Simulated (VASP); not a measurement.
# B (R-3m) in VASP: notebook

Runs on B. Level: LDA. Tasks: relaxation of cell and atoms.

All numbers are computed with VASP 6.6.1; they aren't measurements. Logs are shortened: lines on timing, memory, paths and dates and some standing lists are left out, and cuts for length are marked.

## (1) The cell of the first run

It takes space group R-3m (No. 166, trigonal). Conventional cell: a = 4.918 Å, b = 4.918 Å, c = 12.581 Å, α = 90.00°, β = 90.00°, γ = 120.00°. Within 2.4 Å of B (site symmetry m) lie 7 B at 1.79 to 2.01 Å. Within 2.2 Å of B (site symmetry m) lie 6 B at 1.67 to 1.81 Å.

## (2) Relaxation of cell and atoms, LDA

Contents of POSCAR:

```
B
1.0
    2.4589500000      1.4196754444      4.1935000000
   -2.4589500000      1.4196754444      4.1935000000
    0.0000000000     -2.8393508888      4.1935000000
B
12
Direct
    0.7788200000      0.7788200000      0.3694000000
    0.3694000000      0.7788200000      0.7788200000
    0.7788200000      0.3694000000      0.7788200000
    0.6306000000      0.2211800000      0.2211800000
    0.2211800000      0.2211800000      0.6306000000
    0.2211800000      0.6306000000      0.2211800000
    0.9898100000      0.9898100000      0.3463900000
    0.3463900000      0.9898100000      0.9898100000
    0.9898100000      0.3463900000      0.9898100000
    0.6536100000      0.0101900000      0.0101900000
    0.0101900000      0.0101900000      0.6536100000
    0.0101900000      0.6536100000      0.0101900000
```

Contents of INCAR.step1:

```
ALGO = Normal
EDIFF = 1E-6
EDIFFG = -0.005
EFERMI = MIDGAP
ENCUT = 480
GGA = CA
GGA_COMPAT = F
IBRION = 2
ISIF = 3
ISMEAR = 0
KPAR = 4
LASPH = T
LCHARG = F
LREAL = F
LWAVE = F
NELM = 120
NELMIN = 4
NSW = 80
POTIM = 0.5
PREC = Accurate
SIGMA = 0.03
```

Contents of INCAR.step3:

```
ALGO = Normal
EDIFF = 1E-6
EFERMI = MIDGAP
ENCUT = 480
GGA = CA
GGA_COMPAT = F
ISIF = 2
ISMEAR = 0
KPAR = 4
LASPH = T
LCHARG = F
LREAL = F
LWAVE = F
NELM = 120
PREC = Accurate
SIGMA = 0.03
```

Contents of KPOINTS:

```
Automatic mesh
0
Gamma
  5 5 5
  0 0 0
```

Potentials or basis: VASP PAW LDA potentials, release 64 (B).

The run is started by

```
> cat potpaw_LDA.64/B/POTCAR > POTCAR
> cp INCAR.step1 INCAR
> cp POSCAR.step1 POSCAR
> mpirun -np 4 vasp_std > vasp.out
> cp CONTCAR POSCAR
> mpirun -np 4 vasp_std > vasp.out
> cp CONTCAR POSCAR
> cp INCAR.step3 INCAR
> mpirun -np 4 vasp_std > vasp.out
```

OUTCAR:

```text
EDIFF = 1E-6
   EFERMI = MIDGAP
   ENCUT = 480
   GGA = CA
   ISIF = 2
   ISMEAR = 0
   LASPH = T
   LREAL = F
   NELM = 120
   PREC = Accurate

 Found     19 irreducible k-points:

 Following reciprocal coordinates:
            Coordinates               Weight
  0.000000  0.000000  0.000000      1.000000
  0.200000 -0.000000  0.000000      6.000000
  0.400000 -0.000000  0.000000      6.000000
  0.200000  0.200000  0.000000      6.000000
  0.400000  0.200000  0.000000     12.000000
 -0.400000  0.200000 -0.000000     12.000000
   k-points           NKPTS =     19   k-points in BZ     NKDIM =     19   number of bands    NBANDS=     25
   number of dos      NEDOS =    301   number of ions     NIONS =     12
   total plane-waves  NPLWV =  46656
   dimension x,y,z NGX =    36 NGY =   36 NGZ =   36
   dimension x,y,z NGXF=    72 NGYF=   72 NGZF=   72
   ions per type =              12
   NGX,Y,Z   is equivalent  to a cutoff of  11.99, 11.99, 11.99 a.u.
   NGXF,Y,Z  is equivalent  to a cutoff of  23.99, 23.99, 23.99 a.u.
 SYSTEM =  unknown system
   PREC   = accura    normal or accurate (medium, high low for compatibility)
   ISTART =      0    job   : 0-new  1-cont  2-samecut
   ICHARG =      2    charge: 1-file 2-atom 10-const
   ISPIN  =      1    spin polarized calculation?
   LNONCOLLINEAR =      F non collinear calculations
   LSORBIT =      F    spin-orbit coupling
   LASPH  =      T    aspherical Exc in radial PAW
   ENCUT  =  480.0 eV  35.28 Ry    5.94 a.u.   8.91  8.91  8.91*2*pi/ulx,y,z
   NELM   =    120;   NELMIN=  2; NELMDL=  0     # of ELM steps
   EDIFF  = 0.1E-05   stopping-criterion for ELM
   LREAL  =      F    real-space projection
   EDIFFG = 0.1E-04   stopping-criterion for IOM
   NSW    =      0    number of steps for IOM
   IBRION =     -1    ionic relax: 0-MD 1-quasi-New 2-CG
   NFREE  =      0    steps in history (QN), initial steepest desc. (CG)
   ISIF   =      2    stress and relaxation
   ISYM   =      2    0-nonsym 1-usesym 2-fastsym
   POTIM  = 0.5000    time-step for ionic-motion
   TEBEG  =    0.0;   TEEND  =   0.0 temperature during run

   SCALEE = 1.0000    scale energy and forces
   PSTRESS=    0.0 pullay stress
   NELECT =      36.0000    total number of electrons
   NUPDOWN=      -1.0000    fix difference up-down
   EMIN   =  10.00;   EMAX   =-10.00  energy-range for DOS
   EFERMI =   0.00;   METHOD = MIDGAP
   ISMEAR =     0;   SIGMA  =   0.03  broadening in eV -4-tet -1-fermi 0-gaus
   EFERMI_NEDOS =   21; number of points for ismear=-14 and -15
   IALGO  =     38    algorithm
   IMIX   =      4    mixing-type and parameters
     AMIX     =   0.40;   BMIX     =  1.00
     AMIX_MAG =   1.60;   BMIX_MAG =  1.00
  volume/ion in A,a.u.               =       7.00        47.22
  Fermi-wavevector in a.u.,A,eV,Ry     =   1.234478  2.332825 20.734402  1.523936
  Thomas-Fermi vector in A             =   2.369166
   LORBIT       =      0    0 simple, 1 ext, 2 COOP (PROOUT), +10 PAW based schemes
   GGA     = CA    functional components
   LHFCALC =     F    Hartree Fock is set to
   AEXX    =    0.0000 exact exchange contribution
   IVDW    =     0    specifies the selected vdW correction
   LEPSILON=     F    determine dielectric tensor
   LRPA    =     F    only Hartree local field effects (RPA)

   CSHIFT  =0.1000    complex shift for real part using Kramers Kronig

   OMEGAMAX=  -1.0    maximum frequency
 non-spin polarized calculation
 Gauss-broadening in eV      SIGMA  =   0.03
  energy-cutoff  :      480.00
  volume of cell :       83.96
 maximum number of plane-waves:      2030
   NGX = 17   NGY = 17   NGZ = 17

 number of electron      36.0000000 magnetization

 Free energy of the ion-electron system (eV)
  ---------------------------------------------------
  ext. energy  EPLUGINS =         0.00000000
  ---------------------------------------------------
  free energy    TOTEN  =       -89.60448186 eV

  energy without entropy =      -89.60448186  energy(sigma->0) =      -89.60448186

 E-fermi :   6.9915     XC(G=0): -11.8323

 val. band max:        6.2860778452   @ k =   0.4000   0.4000   0.4000
 cond. band min:       7.6969125534   @ k =   0.0000   0.0000   0.0000
 fundamental gap:      1.4108347082
 Fermi energy:         6.9914951993

 k-point     1 :       0.0000    0.0000    0.0000
  band No.  band energies     occupation
      1      -9.9992      2.00000
      2      -4.1363      2.00000
      3      -3.8846      2.00000
      4      -3.8846      2.00000
      5      -2.9870      2.00000
      6      -2.2627      2.00000
[... 17 lines left out ...]
     24      12.7903      0.00000
     25      14.4817      0.00000

 k-point     2 :       0.2000   -0.0000    0.0000
  band No.  band energies     occupation
      1      -9.7756      2.00000
      2      -5.3871      2.00000
      3      -4.2450      2.00000
      4      -4.2140      2.00000
      5      -2.8893      2.00000
      6      -1.9341      2.00000
[... 17 lines left out ...]
     24      13.3328      0.00000
     25      13.8990      0.00000

 k-point     3 :       0.4000   -0.0000    0.0000
  band No.  band energies     occupation
      1      -9.2430      2.00000
      2      -6.8370      2.00000
      3      -4.5335      2.00000
      4      -4.3700      2.00000
      5      -3.3119      2.00000
      6      -2.0915      2.00000
[... 17 lines left out ...]
     24      11.9198      0.00000
     25      13.6169      0.00000

 k-point     4 :       0.2000    0.2000    0.0000
  band No.  band energies     occupation
      1      -9.7206      2.00000
      2      -5.2392      2.00000
      3      -4.5838      2.00000
      4      -4.4601      2.00000
      5      -3.1470      2.00000
      6      -1.7633      2.00000
[... 17 lines left out ...]
     24      13.3032      0.00000
     25      13.9315      0.00000

 k-point     5 :       0.4000    0.2000    0.0000
  band No.  band energies     occupation
      1      -9.2892      2.00000
      2      -6.2961      2.00000
      3      -5.2985      2.00000
      4      -4.7431      2.00000
      5      -2.4293      2.00000
      6      -2.0074      2.00000
[... 17 lines left out ...]
     24      12.1274      0.00000
     25      12.3895      0.00000

 k-point     6 :      -0.4000    0.2000   -0.0000
  band No.  band energies     occupation
      1      -8.9873      2.00000
      2      -6.8720      2.00000
      3      -5.7003      2.00000
      4      -4.5980      2.00000
      5      -2.2316      2.00000
      6      -1.9600      2.00000
[... 17 lines left out ...]
     24      12.3935      0.00000
     25      12.5156      0.00000

 [... further k-points ...]

------------------------ aborting loop because EDIFF is reached ----------------------------------------

  FORCE on cell =-STRESS in cart. coord.  units (eV):
  Direction    XX          YY          ZZ          XY          YZ          ZX
  --------------------------------------------------------------------------------------
  -------------------------------------------------------------------------------------
  Total       -0.0101791     -0.0101791      0.0451558      0.0000000      0.0000000     -0.0000000
  in kB       -0.1942426     -0.1942426      0.8616814      0.0000000      0.0000000     -0.0000000
  external PRESSURE =       0.1577321 kB  Pullay stress =       0.0000000 kB

 VOLUME and BASIS-vectors are now :
 -----------------------------------------------------------------------------
  energy-cutoff  :      480.00
  volume of cell :       83.96
      direct lattice vectors                 reciprocal lattice vectors
     2.421732844  1.398188110  4.132701083     0.206463732  0.119201891  0.080657499
    -2.421732844  1.398188110  4.132701083    -0.206463732  0.119201891  0.080657499
     0.000000000 -2.796376219  4.132701083     0.000000000 -0.238403782  0.080657499

 POSITION                                       TOTAL-FORCE (eV/Angst)
 -----------------------------------------------------------------------------------
      0.00000      1.14224      7.96372        -0.000000     -0.000295      0.002153
     -0.98921     -0.57112      7.96372         0.000255      0.000147      0.002153
      0.98921     -0.57112      7.96372        -0.000255      0.000147      0.002153
      0.98921      0.57112      4.43438        -0.000255     -0.000147     -0.002153
      0.00000     -1.14224      4.43438        -0.000000      0.000295     -0.002153
     -0.98921      0.57112      4.43438         0.000255     -0.000147     -0.002153
      0.00000      1.80030      9.60767        -0.000000     -0.000573      0.000016
     -1.55910     -0.90015      9.60767         0.000496      0.000287      0.000016
      1.55910     -0.90015      9.60767        -0.000496      0.000287      0.000016
      1.55910      0.90015      2.79043        -0.000496     -0.000287     -0.000016
      0.00000     -1.80030      2.79043        -0.000000      0.000573     -0.000016
     -1.55910      0.90015      2.79043         0.000496     -0.000287     -0.000016
 -----------------------------------------------------------------------------------
    total drift:                                0.000000      0.000000     -0.000000

  FREE ENERGIE OF THE ION-ELECTRON SYSTEM (eV)
  ---------------------------------------------------
  free  energy   TOTEN  =       -89.6044818599 eV

  energy  without entropy=      -89.6044818599  energy(sigma->0) =      -89.60448186
```

It took 40 s on 4 MPI ranks of Intel Xeon Platinum 8559C (Emerald Rapids), shared host; peak memory 0.17 GiB.

Results:

```yaml
Free_energy: -89.6045 eV
Relaxed_volume: 7.00 Å³/atom
Relaxed_cell: a = 4.990 Å, b = 4.990 Å, c = 4.990 Å, α = 58.07°, β = 58.07°, γ = 58.07°
Space_group_after_relaxing_to_0.1_Å: R-3m (No. 166)
Energy_gained_by_relaxing: 10.8 meV/atom
Ionic_steps: 9
Pressure_after_relaxing: 0.0 GPa
Band_gap_on_the_k_mesh: 1.41 eV (least direct gap 1.74 eV)
```

Forces in eV/Å, atoms in the order of the input:
```
B    0.000  0.000  0.002
B    0.000  0.000  0.002
B    0.000  0.000  0.002
B    0.000  0.000 -0.002
B    0.000  0.000 -0.002
B    0.000  0.000 -0.002
B    0.000 -0.001  0.000
B    0.000  0.000  0.000
B    0.000  0.000  0.000
B    0.000  0.000  0.000
B    0.000  0.001  0.000
B    0.000  0.000  0.000
```

The path:
| step | energy change (eV) | largest force (eV/Å) | pressure (GPa) | volume (Å³) |
| --- | --- | --- | --- | --- |
| 1 | 0.0000 | 0.3424 | -10.38 | 87.83 |
| 2 | -0.0165 | 0.8027 | 8.57 | 81.94 |
| 3 | -0.1205 | 0.2200 | -1.14 | 84.70 |
| 4 | -0.1280 | 0.2515 | 0.48 | 83.79 |
| 5 | -0.1305 | 0.0958 | -0.08 | 84.09 |
| 6 | -0.1319 | 0.0610 | 0.07 | 83.90 |
| 7 | -0.1322 | 0.0270 | 0.02 | 83.96 |
| 8 | -0.1323 | 0.0022 | -0.01 | 83.96 |
| 9 | -0.1299 | 0.0022 | 0.02 | 83.96 |

Final structure:
```
CELL_PARAMETERS angstrom
2.42173 1.39819 4.13270
-2.42173 1.39819 4.13270
0.00000 -2.79638 4.13270
ATOMIC_POSITIONS crystal
B 0.77849 0.77849 0.37002
B 0.37002 0.77849 0.77849
B 0.77849 0.37002 0.77849
B 0.62998 0.22151 0.22151
B 0.22151 0.22151 0.62998
B 0.22151 0.62998 0.22151
B 0.98953 0.98953 0.34573
B 0.34573 0.98953 0.98953
B 0.98953 0.34573 0.98953
B 0.65427 0.01047 0.01047
B 0.01047 0.01047 0.65427
B 0.01047 0.65427 0.01047
```

Caveat: an odd mesh through Γ misses points on the zone boundary, where band edges can lie. Zero-point motion and thermal expansion aren't in these numbers.

## (3) Relaxation of cell and atoms, LDA

POSCAR is that of step 2.

Edit INCAR.step1 of step 2 so:

```diff
@@ -1,6 +1,6 @@
 ALGO = Normal
-EDIFF = 1E-6
-EDIFFG = -0.005
+EDIFF = 1E-7
+EDIFFG = -0.002
 EFERMI = MIDGAP
-ENCUT = 480
+ENCUT = 670
 GGA = CA
```

Contents of INCAR.step4:

```
ALGO = Normal
EDIFF = 1E-7
EFERMI = MIDGAP
ENCUT = 670
GGA = CA
GGA_COMPAT = F
ISIF = 2
ISMEAR = 0
KPAR = 4
LASPH = T
LCHARG = F
LREAL = F
LWAVE = F
NELM = 120
PREC = Accurate
SIGMA = 0.03
```

Contents of KPOINTS:

```
Automatic mesh
0
Gamma
  7 7 7
  0 0 0
```

Potentials or basis: VASP PAW LDA potentials, release 64 (B).

The run is started by

```
> cat potpaw_LDA.64/B/POTCAR > POTCAR
> cp INCAR.step1 INCAR
> cp POSCAR.step1 POSCAR
> mpirun -np 4 vasp_std > vasp.out
> cp CONTCAR POSCAR
> mpirun -np 4 vasp_std > vasp.out
> cp CONTCAR POSCAR
> mpirun -np 4 vasp_std > vasp.out
> cp CONTCAR POSCAR
> cp INCAR.step4 INCAR
> mpirun -np 4 vasp_std > vasp.out
```

Wall time 3.9 min (4 MPI ranks of Intel Xeon Platinum 8559C (Emerald Rapids), shared host); peak memory 0.3 GiB.

The run converged. Its results:

| Item | Value |
| --- | --- |
| Free energy | -89.6271 eV |
| Relaxed volume | 7.00 Å³/atom |
| Relaxed cell | a = 4.990 Å, b = 4.990 Å, c = 4.990 Å, α = 58.06°, β = 58.06°, γ = 58.06° |
| Space group after relaxing (to 0.1 Å) | R-3m (No. 166) |
| Energy gained by relaxing | 10.9 meV/atom |
| Ionic steps | 13 |
| Pressure after relaxing | 0.0 GPa |
| Band gap on the k mesh | 1.39 eV (least direct gap 1.72 eV) |

Step by step:
```tsv
step	energy change (eV)	largest force (eV/Å)	pressure (GPa)	volume (Å³)
1	0.0000	0.3396	-10.41	87.83
2	-0.0168	0.7954	8.62	81.93
3	-0.1209	0.2210	-1.12	84.69
4	-0.1284	0.2499	0.48	83.79
5	-0.1309	0.0956	-0.07	84.09
6	-0.1322	0.0608	0.07	83.90
7	-0.1325	0.0266	0.02	83.96
8	-0.1327	0.0024	-0.01	83.96
9	-0.1327	0.0028	-0.01	83.96
10	-0.1327	0.0030	-0.01	83.96
11	-0.1327	0.0016	0.01	83.95
12	-0.1308	0.0018	-0.01	83.95
13	-0.1308	0.0018	-0.01	83.95
```

Final structure:
```
B
1.0
     2.42150    1.39805    4.13319
    -2.42150    1.39805    4.13319
     0.00000   -2.79610    4.13319
B
12
Cartesian
  0.0000 1.1420 7.9648
  -0.9890 -0.5710 7.9648
  0.9890 -0.5710 7.9648
  0.9890 0.5710 4.4348
  0.0000 -1.1420 4.4348
  -0.9890 0.5710 4.4348
  0.0000 1.8001 9.6088
  -1.5589 -0.9000 9.6088
  1.5589 -0.9000 9.6088
  1.5589 0.9000 2.7908
  0.0000 -1.8001 2.7908
  -1.5589 0.9000 2.7908
```

Levels at points of the mesh, in eV from the valence-band top:
```
           k point  band 15  band 16  band 17  band 18  band 19  band 20  band 21  band 22
(0.00, 0.00, 0.00)    -1.44    -0.77    -0.77    -0.34     1.39     4.68     4.68     4.80
```

Caveat: an odd mesh through Γ misses points on the zone boundary, where band edges can lie.
